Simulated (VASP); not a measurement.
Sc2B5F: single point with PBE

Crystal: Sc2B5F.

```
Sc B F
1.0
     5.14694    0.00000    0.00000
     0.00000    5.14694    0.00000
     0.00000    0.00000    3.55428
Sc B F
2 5 1
Direct
  0.00000 0.50000 0.50000
  0.50000 0.00000 0.50000
  0.00000 0.00000 0.50000
  0.65881 0.65881 0.00000
  0.34119 0.65881 0.00000
  0.34119 0.34119 0.00000
  0.65881 0.34119 0.00000
  0.00000 0.00000 0.00000
```

```yaml
Program: VASP 6.6.1
Task: single point
Functional: PBE
Potentials_or_basis: VASP PAW PBE potentials, release 64 (Sc_sv, B, F)
Cutoff: 520 eV
k_mesh: 8 × 8 × 10
Occupations: gaussian, width 0.1 eV
Spin: no spin polarisation
Dipole_correction: no
Further_INCAR_settings: ALGO = Normal; EDIFF = 1e-06; NBANDS = 32
```

The pressure is 0.1 GPa and the largest force is 0.012 eV/Å. The band gap on the k mesh is zero (band 22 reaches 5.35 eV, above the bottom of band 23 at 3.69 eV).

Forces in eV/Å, atoms in the order of the input:
```
Sc   0.000  0.000  0.000
Sc   0.000  0.000  0.000
B    0.000  0.000  0.000
B    0.009  0.009  0.000
B   -0.009  0.009  0.000
B   -0.009 -0.009  0.000
B    0.009 -0.009  0.000
F    0.000  0.000  0.000
```

Levels at points of the mesh, in eV from the Fermi level:
```tsv
k point	band 20	band 21	band 22	band 23	band 24	band 25
(0.00, 0.00, 0.00)	-1.83	-0.10	-0.10	0.56	0.56	0.89
(0.50, 0.00, 0.00)	-1.41	0.16	0.19	0.45	0.87	1.31
(0.50, 0.50, 0.00)	-0.95	-0.95	-0.19	1.00	1.00	1.67
(0.00, 0.00, 0.50)	-1.28	-1.06	-0.20	0.11	0.48	0.48
(0.50, 0.00, 0.50)	-1.11	-1.01	-0.88	-0.65	-0.49	0.13
(0.50, 0.50, 0.50)	-2.80	-2.20	-0.41	0.04	0.04	1.69
```

Wall time 110 s on 1 thread of Intel(R) Xeon(R) 6975P-C (Granite Rapids), with other jobs on the host, peak memory 0.36 GiB.
